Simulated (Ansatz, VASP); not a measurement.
Two plane-wave programs on Si2Ni

Contents of INCAR:

```
SYSTEM = Si2Ni
PREC     = Accurate       ! precision mode
ENCUT    = 520            ! plane-wave cutoff, eV
EDIFF    = 1E-6           ! SCF threshold, eV
ISMEAR   = 0              ! smearing method
SIGMA    = 0.15           ! smearing width, eV
LREAL    = .False.        ! projectors in reciprocal space
LASPH    = .True.         ! aspherical terms in the spheres
NELM     = 100            ! most SCF steps
ALGO     = Normal         ! electronic algorithm
ISIF     = 2              ! what is computed and relaxed
LWAVE    = .False.        ! write WAVECAR
LCHARG   = .False.        ! write CHGCAR
GGA      = PS             ! functional
NBANDS   = 16             ! bands
```

KPOINTS

```
Automatic mesh
0
Gamma
  16 16 16
  0 0 0
```

Contents of POSCAR:

```
Si2Ni
1.0
    0.0000000000      2.4800484568      2.9113612320
    2.4800484568      0.0000000000      2.9113612320
    2.4800484568      2.4800484568      0.0000000000
Si Ni
2 1
Direct
    0.2500000000      0.2500000000      0.2500000000
    0.7500000000      0.7500000000      0.7500000000
    0.0000000000      0.0000000000      0.0000000000
```

Input for Ansatz:

```yaml
crystal:
  lattice:
    - [0.0, 2.4800484568, 2.911361232]
    - [2.4800484568, 0.0, 2.911361232]
    - [2.4800484568, 2.4800484568, 0.0]
  atoms:
    - { symbol: Si, position: [0.25, 0.25, 0.25] }
    - { symbol: Si, position: [0.75, 0.75, 0.75] }
    - { symbol: Ni, position: [0.0, 0.0, 0.0] }
basis:
  ecutwfc: 420
kpoints:
  mp_grid: { grid: [16, 16, 16] }
hamiltonian:
  xc: pbesol
scf:
  occupations: { method: gaussian, width: 0.15 }
output:
  forces: true
  stress: true
  eigenvalues: true
```

Change from the starting cell: strain -0.080 along x and y, +0.080 along z, atoms carried along.

Alike in both runs: task single point; functional PBEsol; k mesh 16 × 16 × 16; occupations gaussian, width 0.15 eV; no spin polarisation.

|  | VASP | Ansatz |
| --- | --- | --- |
| version | VASP 6.6.1 | Ansatz 0.2.0 |
| potentials or method | VASP PAW PBE potentials, release 64 (Si, Ni), cutoff 520 eV | scalar-relativistic, plane waves, PAW |
| valence electrons in the cell | 18 | 26 |

|  | VASP | Ansatz | Ansatz less VASP |
| --- | --- | --- | --- |
| gap on the k mesh at the Fermi level (eV) | none | none | - |
| pressure (GPa) | 18.9 | 18.9 | -0.05 |
| traceless stress, the component that is largest in VASP (GPa) | -10.93 | -11.03 | -0.101 |

VASP's potentials were made for PBE, not for PBEsol. A gap of «none» marks a metal or a gap that the smearing closes. With one functional, cell and mesh, what is left measures potentials, basis and numerics. VASP's potentials hold 18 valence electrons a cell and Ansatz's 26, so a difference there can come from the potentials and not from the codes.
